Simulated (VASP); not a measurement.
## BiPt3: single point with PBE

BiPt3:

```xyz
4
Lattice="4.1865 0.0000 0.0000 0.0000 4.1865 0.0000 0.0000 0.0000 4.1865" Properties=species:S:1:pos:R:3 pbc="T T T"
Bi    0.0000    0.0000    0.0000
Pt    2.0932    2.0932    0.0000
Pt    2.0932    0.0000    2.0932
Pt    0.0000    2.0932    2.0932
```

```json
{
  "Program": "VASP 6.6.1",
  "Task": "single point",
  "Functional": "PBE",
  "Potentials or basis": "VASP PAW PBE potentials, release 64 (Bi_d, Pt)",
  "Cutoff": "520 eV",
  "k mesh": "7 × 7 × 7",
  "Occupations": "fermi-dirac, width 0.05 eV",
  "Spin": "no spin polarisation"
}
```

The pressure is -1.3 GPa.

Levels at points of the mesh, in eV from the Fermi level:
```
           k point  band 18  band 19  band 20  band 21  band 22  band 23  band 24  band 25  band 26  band 27
(0.00, 0.00, 0.00)    -1.90    -1.23    -1.23    -0.80    -0.56    -0.10    -0.10    -0.10     5.09     5.09
```

Run time: 15 s on 1 thread of Intel(R) Xeon(R) 6975P-C (Granite Rapids), on a shared host, peak memory 0.19 GiB.

Caveat: spin-orbit coupling is left out, which moves the levels of the heavy elements.
